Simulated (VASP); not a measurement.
Here is a VASP 6.6.1 calculation.

Contents of INCAR:

```
SYSTEM = Zn
PREC = Accurate ; ENCUT = 520
EDIFF = 1E-7 ; ISMEAR = -1
SIGMA = 0.1 ; LREAL = .False.
LASPH = .True. ; NELM = 80
ALGO = Normal ; ISIF = 2
LWAVE = .False. ; LCHARG = .False.
NBANDS = 12
```

KPOINTS

```
regular mesh
0
Gamma
  14 14 14
  0 0 0
```

File POSCAR:

```
Zn
1.0
    2.5557870165      0.0000000000      0.0000000000
    0.0000000000      2.5557870165      0.0000000000
    0.0000000000      0.0000000000      2.5557870165
Zn
1
Direct
    0.0000000000      0.0000000000      0.0000000000
```

Potentials or basis: VASP PAW LDA potentials, release 64 (Zn).

Command:

```console
$ cat potpaw_LDA.64/Zn/POTCAR > POTCAR
$ mpirun -np 1 vasp_std > vasp.out
```

(1) What does it give for the pressure?

(2) Estimate the band gap on the k mesh.

Answers

(1) -2.0 GPa.

(2) zero (band 6 reaches 7.80 eV, above the bottom of band 7 at -0.84 eV).
